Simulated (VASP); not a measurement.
AlNi (CsCl type), 2 atoms in the cell. The structure is cubic, space group Pm-3m (No. 221). Conventional cell: a = 2.893 Å, b = 2.893 Å, c = 2.893 Å, α = 90.00°, β = 90.00°, γ = 90.00°. Ni (site symmetry m-3m) has 8 Al at 2.51 Å and 6 Ni at 2.89 Å within 3.3 Å. Within 3.3 Å of Al (site symmetry m-3m) lie 8 Ni at 2.51 Å and 6 Al at 2.89 Å. 

| Property | Result |
| --- | --- |
| Program | VASP 6.6.1 |
| Task | single point |
| Functional | PBE |
| Potentials or basis | VASP PAW PBE potentials, release 64 (Ni, Al) |
| Cutoff | 520 eV |
| k mesh | 14 × 14 × 14 |
| Occupations | fermi-dirac, width 0.08 eV |
| Spin | no spin polarisation |
| Dipole correction | no |
| Further INCAR settings | ALGO = Normal; EDIFF = 1e-07; NBANDS = 14 |

Potentials or basis: VASP PAW PBE potentials, release 64 (Ni, Al).

Launch:

```console
$ cat potpaw_PBE.64/Ni/POTCAR potpaw_PBE.64/Al/POTCAR > POTCAR
$ mpirun -np 1 vasp_std > vasp.out
```

Hardware: 1 thread of Intel Xeon 6975P-C (shared host).

Q: Estimate the wall time of this run.

A: Run time: 25 s on 1 thread of Intel Xeon 6975P-C (shared host), peak memory 0.17 GiB. Counts: scf iterations 14, k points 120.
